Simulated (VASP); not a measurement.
**Zn3CdTe4: single point with PBE**

Crystal: Zn3CdTe4.

```
Zn Cd Te
1.0
     4.44089    0.00000    0.00000
     0.00000    4.44089    0.00000
     0.00000    0.00000   12.61477
Zn Cd Te
3 1 4
Direct
  0.00000 0.00000 0.75958
  0.50000 0.50000 0.00000
  0.00000 0.00000 0.24042
  0.50000 0.50000 0.50000
  0.50000 0.00000 0.87982
  0.00000 0.50000 0.12018
  0.50000 0.00000 0.35990
  0.00000 0.50000 0.64010
```

| Property | Result |
| --- | --- |
| Program | VASP 6.6.1 |
| Task | single point |
| Functional | PBE |
| Potentials or basis | VASP PAW PBE potentials, release 64 (Zn, Cd, Te) |
| Cutoff | 520 eV |
| k mesh | 6 × 6 × 4 |
| Occupations | gaussian, width 0.02 eV |
| Spin | no spin polarisation |

- Pressure: 0.1 GPa
- Largest force: 0.006 eV/Å
- Band gap on the k mesh: 0.88 eV

Forces on the atoms (eV/Å):
```
Zn   0.000  0.000 -0.004
Zn   0.000  0.000  0.000
Zn   0.000  0.000  0.004
Cd   0.000  0.000  0.000
Te   0.000  0.000  0.001
Te   0.000  0.000 -0.001
Te   0.000  0.000 -0.006
Te   0.000  0.000  0.006
```

Levels at points of the mesh, in eV from the valence-band top:
| k point | band 32 | band 33 | band 34 | band 35 | band 36 | band 37 | band 38 | band 39 | band 40 | band 41 |
| --- | --- | --- | --- | --- | --- | --- | --- | --- | --- | --- |
| (0.00, 0.00, 0.00) | -1.02 | -1.02 | -0.06 | 0.00 | 0.00 | 0.88 | 2.23 | 2.41 | 2.73 | 2.94 |
| (0.50, 0.00, 0.00) | -0.96 | -0.92 | -0.82 | -0.81 | -0.53 | 1.65 | 1.71 | 2.93 | 3.22 | 4.86 |
| (0.50, 0.50, 0.00) | -2.32 | -1.99 | -1.95 | -1.95 | -1.90 | 2.24 | 2.50 | 2.54 | 2.54 | 4.24 |
| (0.00, 0.00, 0.50) | -1.34 | -0.49 | -0.49 | -0.31 | -0.31 | 2.11 | 2.12 | 2.22 | 2.50 | 3.02 |
| (0.50, 0.00, 0.50) | -1.48 | -0.96 | -0.96 | -0.92 | -0.54 | 2.33 | 2.40 | 2.42 | 2.62 | 4.61 |
| (0.50, 0.50, 0.50) | -2.20 | -2.20 | -2.16 | -2.09 | -2.09 | 2.89 | 3.09 | 3.20 | 3.26 | 3.26 |

Wall time 8.9 min on 1 thread of Oxide Virtual Turin-like Processor (shared host), peak memory 0.49 GiB.

Caveat: spin-orbit coupling is left out, which moves the levels of the heavy elements.
